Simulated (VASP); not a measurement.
A run of VASP 6.6.1 is set up as follows.

INCAR

```
SYSTEM = Au
PREC = Accurate
ENCUT = 520
EDIFF = 1E-6
ISMEAR = 0
SIGMA = 0.1
LREAL = .FALSE.
LASPH = .TRUE.
NELM = 80
ALGO = Normal
ISIF = 2
LWAVE = .FALSE.
LCHARG = .FALSE.
LDIPOL = .TRUE.
IDIPOL = 3
DIPOL = 0.5 0.5 0.500
GGA = PS
NBANDS = 48
```

KPOINTS

```
Automatic mesh
0
G
  14 14 1
  0 0 0
```

The input POSCAR:

```
Au
1.0
    2.8200300622      0.0000000000      0.0000000000
   -1.4100150311      2.5170030989      0.0000000000
    0.0000000000      0.0000000000     29.4020326985
Au
7
Direct
    0.3358435969      0.6716871938      0.2552867046
    0.6639797944      0.3279595887      0.3373979056
    0.3361141883      0.6722283766      0.4185621121
    0.6642609149      0.3285218297      0.4999999997
    0.3361141824      0.6722283648      0.5814378880
    0.6639797856      0.3279595713      0.6626020940
    0.3358435865      0.6716871731      0.7447132959
```

Potentials or basis: VASP PAW PBE potentials, release 64 (Au).

The run is started by

```sh
$ cat potpaw_PBE.64/Au/POTCAR > POTCAR
$ mpirun -np 1 vasp_std > vasp.out
```

(1) Estimate the largest force.

(2) Predict the band gap on the k mesh.

Answers

(1) 0.008 eV/Å.

(2) zero (an odd number of electrons rules out a gap without spin polarisation).

Caveat: the PAW data sets were made with another functional, which shifts forces and pressure a little; spin-orbit coupling is left out, which moves the levels of the heavy elements.
